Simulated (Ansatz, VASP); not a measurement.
**One calculation of KI, two programs**

Contents of INCAR:

```
SYSTEM = KI
  ALGO = Normal
  EDIFF = 1E-6
  ENCUT = 520
  GGA = PS
  ISIF = 2
  ISMEAR = -1
  LASPH = .True.
  LCHARG = .False.
  LREAL = .False.
  LWAVE = .False.
  NBANDS = 15
  NELM = 80
  PREC = Accurate
  SIGMA = 0.01
```

File KPOINTS:

```
k-points
0
Gamma
  8 8 8
  0 0 0
```

The input POSCAR:

```
KI
1.0
    0.0000000000      3.5950410000      3.5245500000
    3.5950410000      0.0000000000      3.5245500000
    3.5950410000      3.5950410000      0.0000000000
K I
1 1
Direct
    0.0000000000      0.0000000000      0.0000000000
    0.5000000000      0.5000000000      0.5000000000
```

Input for Ansatz:

```yaml
crystal:
  lattice:
    - [0.0, 3.595041, 3.52455]
    - [3.595041, 0.0, 3.52455]
    - [3.595041, 3.595041, 0.0]
  atoms:
    - { symbol: K, position: [0.0, 0.0, 0.0] }
    - { symbol: I, position: [0.5, 0.5, 0.5] }
kpoints:
  mp_grid: { grid: [8, 8, 8] }
  band_path:
    path:
      - [0.0, 0.0, 0.0]
      - [0.0, 0.5, 0.5]
      - [0.25, 0.75, 0.5]
      - [0.0, 0.5, 0.0]
      - [0.0, 0.0, 0.0]
      - [0.5, 0.5, 0.0]
      - [0.38005, 0.61995, 0.0]
      - [-0.38005, 0.38005, 0.0]
      - [0.0, 0.0, 0.0]
    npoints: 5
scf:
  occupations: { method: fermi_dirac, width: 0.01 }
hamiltonian:
  xc: pbesol
  pseudopotentials: { kind: all_electron, lapw: { basis_error: 0.001 } }
output:
  forces: true
  stress: true
  eigenvalues: true
```

Change from the starting cell: equal xx and yy strain of +2 %.

Alike in both runs: task single point; functional PBEsol; k mesh 8 × 8 × 8; occupations fermi-dirac, width 0.01 eV; no spin polarisation.

```csv
,VASP,Ansatz
version,VASP 6.6.1,Ansatz 0.2.0
potentials or method,"VASP PAW PBE potentials, release 64 (K_sv, I), cutoff 520 eV","all-electron LAPW, scalar-relativistic"
```

|  | VASP | Ansatz | Ansatz less VASP |
| --- | --- | --- | --- |
| gap on the k mesh at the Fermi level (eV) | 3.75 | 3.75 | +0.003 |
| pressure (GPa) | -0.6 | -0.6 | -0.03 |
| traceless stress, the component that is largest in VASP (GPa) | 0.26 | 0.26 | -0.005 |

VASP's potentials were made for PBE, not for PBEsol. Ansatz ran all-electron here, and VASP with PAW potentials.

Neither program's run includes spin-orbit coupling.
